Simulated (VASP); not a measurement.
A run of VASP 6.6.1 is set up as follows.

The input INCAR:

```
SYSTEM = BP
ALGO     = Normal         ! electronic algorithm
EDIFF    = 1E-6           ! SCF threshold, eV
ENCUT    = 500            ! plane-wave cutoff, eV
GGA      = PE             ! functional
GGA_COMPAT= .FALSE.      
ISIF     = 2              ! what is computed and relaxed
ISMEAR   = 0              ! smearing method
LASPH    = .TRUE.         ! aspherical terms in the spheres
LCHARG   = .FALSE.        ! write CHGCAR
LREAL    = .FALSE.        ! projectors in reciprocal space
LWAVE    = .FALSE.        ! write WAVECAR
NBANDS   = 11             ! bands
NELM     = 120            ! most SCF steps
PREC     = Accurate       ! precision mode
SIGMA    = 0.1            ! smearing width, eV
```

Contents of KPOINTS:

```
k-points
0
G
  6 6 6
  0 0 0
```

POSCAR

```
BP
1.0
    3.0337960900      0.0000000000      0.0000000000
    0.0000000000      3.0337960900      0.0000000000
    0.0000000000      0.0000000000      3.0337960900
B P
1 1
Direct
    0.0000000000      0.0000000000      0.0000000000
    0.5000000000      0.5000000000      0.5000000000
```

Potentials or basis: VASP PAW PBE potentials, release 64 (B, P).

Run with:

```bash
$ cat potpaw_PBE.64/B/POTCAR potpaw_PBE.64/P/POTCAR > POTCAR
$ mpirun -np 1 vasp_std > vasp.out
```

Predict the band gap on the k mesh.

zero (band 4 reaches 8.21 eV, above the bottom of band 5 at 3.55 eV).

What does it give for the pressure?

-21.4 GPa.
